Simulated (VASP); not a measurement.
Mg2C, 3 atoms in the cell. It takes space group Fm-3m (No. 225, cubic). The conventional cell has a = 5.422 Å, b = 5.422 Å, c = 5.422 Å, α = 90.00°, β = 90.00°, γ = 90.00°. Within 3.1 Å of C (site symmetry m-3m) lie 8 Mg at 2.35 Å. Mg (site symmetry -43m) has 4 C at 2.35 Å and 6 Mg at 2.71 Å within 3.1 Å. 

```yaml
Program: VASP 6.6.1
Task: single point
Functional: r2SCAN
Potentials_or_basis: VASP PAW PBE potentials, release 64 (C, Mg)
Cutoff: 520 eV
k_mesh: 8 × 8 × 8
Occupations: gaussian, width 0.01 eV
Spin: no spin polarisation
Dipole_correction: no
Further_INCAR_settings: ALGO = Normal; EDIFF = 1e-06; NBANDS = 11
```

Potentials or basis: VASP PAW PBE potentials, release 64 (C, Mg).

Run with:

```bash
$ cat potpaw_PBE.64/C/POTCAR potpaw_PBE.64/Mg/POTCAR > POTCAR
$ cp INCAR.step1 INCAR
$ mpirun -np 1 vasp_std > vasp.out
$ cp INCAR.step2 INCAR
$ mpirun -np 1 vasp_std > vasp.out
```

Hardware: 1 thread of Intel Xeon 8259CL, with other jobs on the host.

Estimate the wall time of this run.

It took 2 min on 1 thread of Intel Xeon 8259CL, on a shared host, peak memory 0.17 GiB. Counts: k points 29.
